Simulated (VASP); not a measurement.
Write the native input for VASP 6.6.1 that does the following.

- Task: single point
- Functional: PBE
- Potentials or basis: VASP PAW PBE potentials, release 64 (Zn, S)
- Cutoff: 520 eV
- k mesh: 6 × 6 × 6
- Occupations: gaussian, width 0.05 eV
- Spin: no spin polarisation
- Dipole correction: no
- Further INCAR settings: ALGO = Normal; EDIFF = 1e-06; NBANDS = 46

The structure of ZnS lies in POSCAR:

```
ZnS
1.0
    5.4093000000      0.0000000000      0.0000000000
    0.0000000000     -5.4093000000      0.0000000000
    0.0000000000      0.0000000000     -5.4093000000
Zn S
4 4
Direct
    0.0000000000      0.5000000000      0.5000000000
    0.5000000000      0.0000000000      0.5000000000
    0.5000000000      0.5000000000      0.0000000000
    0.0000000000      0.0000000000      0.0000000000
    0.7500000000      0.7191827039      0.7500000000
    0.2500000000      0.2500000000      0.7500000000
    0.2500000000      0.7500000000      0.2500000000
    0.7500000000      0.2500000000      0.2500000000
```

This cell differs from its parent crystal: atom 5 (S) moved +0.167 Å along Cartesian [0 1 0].

These files were run (other wordings do the same):

INCAR

```
SYSTEM = ZnS
ALGO     = Normal         ! electronic algorithm
EDIFF    = 1E-6           ! SCF threshold, eV
ENCUT    = 520            ! plane-wave cutoff, eV
GGA      = PE             ! functional
ISIF     = 2              ! what is computed and relaxed
ISMEAR   = 0              ! smearing method
LASPH    = .TRUE.         ! aspherical terms in the spheres
LCHARG   = .TRUE.         ! write CHGCAR
LELF     = .TRUE.         ! ELF
LREAL    = .FALSE.        ! projectors in reciprocal space
LVHAR    = .TRUE.       
LWAVE    = .FALSE.        ! write WAVECAR
NBANDS   = 46             ! bands
NELM     = 100            ! most SCF steps
PREC     = Accurate       ! precision mode
SIGMA    = 0.05           ! smearing width, eV
```

KPOINTS

```
k-points
0
G
  6 6 6
  0 0 0
```

Potentials or basis: VASP PAW PBE potentials, release 64 (Zn, S).

The run is started by

```console
$ cat potpaw_PBE.64/Zn/POTCAR potpaw_PBE.64/S/POTCAR > POTCAR
$ mpirun -np 1 vasp_std > vasp.out
```

It gave:

| Item | Value |
| --- | --- |
| Pressure | 1.8 GPa |
| Largest force | 1.495 eV/Å |
| Band gap on the k mesh | 2.06 eV |

Caveat: the cell differs from its parent crystal (atom 5 (S) moved +0.167 Å along Cartesian [0 1 0]); forces of over 1 eV/Å act on the atoms, so gaps and moduli don't describe the material at rest.

Run time: 2 min on 1 thread of Intel(R) Xeon(R) 6975P-C (Granite Rapids), on a shared host, peak memory 0.43 GiB.
